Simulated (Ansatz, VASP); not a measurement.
## Two plane-wave programs on TaSi2

File INCAR:

```
PREC = Accurate ; ENCUT = 520
EDIFF = 1E-7 ; ISMEAR = 0
SIGMA = 0.15 ; LREAL = F
LASPH = T ; NELM = 60
ALGO = Normal ; ISIF = 2
LWAVE = F ; LCHARG = F
GGA = PS ; NBANDS = 38
```

File KPOINTS:

```
Automatic mesh
0
Gamma
  12 12 6
```

File POSCAR:

```
TaSi2
1.0
    4.7608595394      0.0000000000      0.0000000000
   -2.3804297697      4.1230253050      0.0000000000
    0.0000000000      0.0000000000      6.5557841079
Ta Si
3 6
Direct
    0.5000000000      0.0000000000      0.5000000000
    0.5000000000      0.5000000000      0.8333333333
    0.0000000000      0.5000000000      0.1666666667
    0.1641183494      0.3282366989      0.5000000000
    0.8407324576      0.1592675424      0.8333333333
    0.6814649151      0.8407324576      0.1666666667
    0.8407324576      0.6814649151      0.5000000000
    0.1592675424      0.8407324576      0.8333333333
    0.3185350849      0.1592675424      0.1666666667
```

Input for Ansatz:

```yaml
crystal:
  lattice:
    - [4.7608595394, 0.0, 0.0]
    - [-2.3804297697, 4.123025305, 0.0]
    - [0.0, 0.0, 6.5557841079]
  atoms:
    - { symbol: Ta, position: [0.5, 0.0, 0.5] }
    - { symbol: Ta, position: [0.5, 0.5, 0.8333333333] }
    - { symbol: Ta, position: [0.0, 0.5, 0.1666666667] }
    - { symbol: Si, position: [0.1641183494, 0.3282366989, 0.5] }
    - { symbol: Si, position: [0.8407324576, 0.1592675424, 0.8333333333] }
    - { symbol: Si, position: [0.6814649151, 0.8407324576, 0.1666666667] }
    - { symbol: Si, position: [0.8407324576, 0.6814649151, 0.5] }
    - { symbol: Si, position: [0.1592675424, 0.8407324576, 0.8333333333] }
    - { symbol: Si, position: [0.3185350849, 0.1592675424, 0.1666666667] }
basis:
  ecutwfc: 420
kpoints:
  mp_grid: { grid: [12, 12, 6] }
hamiltonian:
  xc: pbesol
scf:
  occupations: { method: gaussian, width: 0.15 }
output:
  forces: true
  stress: true
  eigenvalues: true
```

Alike in both runs: task single point; functional PBEsol; k mesh 12 × 12 × 6; occupations gaussian, width 0.15 eV; no spin polarisation.

```csv
,VASP,Ansatz
version,VASP 6.6.1,Ansatz 0.2.0
potentials or method,"VASP PAW PBE potentials, release 64 (Ta_pv, Si), cutoff 520 eV","scalar-relativistic, plane waves, PAW"
valence electrons in the cell,57,63
```

VASP gave:

```
gap on the k mesh at the Fermi level (eV)                     : none
pressure (GPa)                                                : 0.4
traceless stress, the component that is largest in VASP (GPa) : 0.28
rms of the force components (eV/Å)                            : 0.074
```

**Question.** Estimate Ansatz's values.

**Answer.** gap on the k mesh at the Fermi level (eV): none; pressure (GPa): 0.1; traceless stress, the component that is largest in VASP (GPa): 0.22; rms of the force components (eV/Å): 0.073.

VASP's potentials were made for PBE, not for PBEsol. Atom by atom the forces differ by 0.001 eV/Å (rms over components). A gap of «none» marks a metal or a gap that the smearing closes. VASP's potentials hold 57 valence electrons a cell and Ansatz's 63, so a difference there can come from the potentials and not from the codes.

Spin-orbit coupling is off throughout.
